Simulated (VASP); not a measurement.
Input of a VASP 6.6.1 run:

INCAR

```
  PREC = Accurate
  ENCUT = 520
  EDIFF = 1E-6
  ISMEAR = -1
  SIGMA = 0.05
  LREAL = False
  LASPH = True
  NELM = 100
  ALGO = Normal
  ISIF = 2
  LWAVE = False
  LCHARG = False
  GGA = PS
  IVDW = 12
  NBANDS = 11
```

Contents of KPOINTS:

```
Automatic mesh
0
Gamma
  7 7 7
  0.5 0.5 0.5
```

File POSCAR:

```
Ba
1.0
    3.6922435134      0.0000000000      0.0000000000
    0.0000000000      3.6922435134      0.0000000000
    0.0000000000      0.0000000000      3.6922435134
Ba
1
Direct
    0.0000000000      0.0000000000      0.0000000000
```

Potentials or basis: VASP PAW PBE potentials, release 64 (Ba_sv).

The run is started by

```sh
$ cat potpaw_PBE.64/Ba_sv/POTCAR > POTCAR
$ mpirun -np 1 vasp_std > vasp.out
```

(1) Estimate the dispersion energy per atom.

(2) What does it give for the band gap on the k mesh?

## Answers

(1) -0.316 eV.

(2) zero (band 5 reaches 2.20 eV, above the bottom of band 6 at 2.00 eV).

Caveat: spin-orbit coupling is left out, which moves the levels of the heavy elements.
